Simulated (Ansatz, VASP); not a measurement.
## TePb: VASP beside Ansatz

```
CELL_PARAMETERS angstrom
0.00000 3.23100 3.23100
3.23100 0.00000 3.23100
3.23100 3.23100 0.00000
ATOMIC_POSITIONS crystal
Pb 0.00000 0.00000 0.00000
Te 0.50000 0.50000 0.50000
```

Alike in both runs: task relaxation of cell and atoms; functional PBEsol; k mesh 7 × 7 × 7; occupations fermi-dirac, width 0.05 eV; no spin polarisation.

|  | VASP | Ansatz |
| --- | --- | --- |
| version | VASP 6.6.1 | Ansatz 0.2.0 |
| potentials or method | VASP PAW PBE potentials, release 64 (Pb_d, Te), cutoff 600 eV | all-electron LAPW, scalar-relativistic |

|  | VASP | Ansatz | Ansatz less VASP |
| --- | --- | --- | --- |
| relaxed volume (Å³/atom) | 33.42 | 33.42 | +0.003 |
| relaxed length of the cell vector where the two differ most in proportion (Å) | 4.555 | 4.555 | +0.0002 |

VASP's potentials were made for PBE, not for PBEsol. Ansatz ran all-electron here, and VASP with PAW potentials.

Neither program's run includes spin-orbit coupling.
